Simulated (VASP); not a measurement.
TaN: single point with PBEsol

Crystal: TaN.

```
Ta N
1.0
     2.93800    0.00000    0.00000
    -1.46900    2.54438    0.00000
     0.00000    0.00000    2.88300
Ta N
1 1
Direct
  0.33333 0.66667 0.50000
  0.94306 0.95831 0.94797
```

This cell differs from its parent crystal: atom 2 (N) moved by (-0.150, -0.150) A along [1 1 0] and z.

| Item | Value |
| --- | --- |
| Program | VASP 6.6.1 |
| Task | single point |
| Functional | PBEsol |
| Potentials or basis | VASP PAW PBE potentials, release 64 (Ta_pv, N) |
| Cutoff | 520 eV |
| k mesh | 18 × 18 × 16 |
| Occupations | gaussian, width 0.15 eV |
| Spin | no spin polarisation |
| Dipole correction | no |
| Further INCAR settings | ALGO = Normal; EDIFF = 1e-07; NBANDS = 15 |

```json
{
  "Pressure": "4.2 GPa",
  "Largest force": "3.228 eV/Å",
  "Band gap on the k mesh": "zero (bands 8 and 9 overlap by 0.03 eV)"
}
```

Forces on the atoms (eV/Å):
```
Ta  -1.670 -1.457 -2.348
N    1.670  1.457  2.348
```

Stress tensor (GPa, compression positive):
```
 5.71  3.95  7.14
 3.95 -0.07  5.71
 7.14  5.71  6.88
```

Levels at points of the mesh, in eV from the Fermi level:
```
           k point  band 4  band 5  band 6  band 7  band 8  band 9  band 10  band 11  band 12  band 13
(0.00, 0.00, 0.00)  -17.77   -5.17   -4.85   -4.38   -2.17    1.59     3.07     3.85     4.42     4.67
(0.50, 0.00, 0.00)  -15.21   -8.69   -5.60   -3.69   -3.02    3.20     3.84     5.13     5.23     8.36
(0.00, 0.50, 0.00)  -15.68   -8.06   -5.10   -4.18   -2.49    2.88     4.04     4.26     5.41     7.96
(0.50, 0.50, 0.00)  -15.53   -8.25   -5.27   -4.46   -2.16    2.88     3.97     4.68     5.41     7.98
(0.00, 0.00, 0.50)  -15.13   -9.38   -4.69   -3.28   -0.20    0.02     2.20     2.75     4.69     8.17
(0.50, 0.00, 0.50)  -16.06   -7.12   -5.70   -5.45   -0.85    4.12     5.30     6.08     6.59    10.33
(0.00, 0.50, 0.50)  -15.55   -7.76   -6.47   -5.94    0.04    3.82     5.26     6.03     7.49     9.48
(0.50, 0.50, 0.50)  -15.72   -7.54   -6.26   -5.68   -0.28    3.61     5.29     6.04     7.22     9.81
```

Run time: 6.6 min on 1 thread of Intel(R) Xeon(R) Platinum 8488C (Sapphire Rapids), on a shared host, peak memory 0.89 GiB.

Caveat: the cell differs from its parent crystal (atom 2 (N) moved by (-0.150, -0.150) A along [1 1 0] and z); the cell stands under pressure; the PAW data sets were made with another functional, which shifts forces and pressure a little; spin-orbit coupling is left out, which moves the levels of the heavy elements.
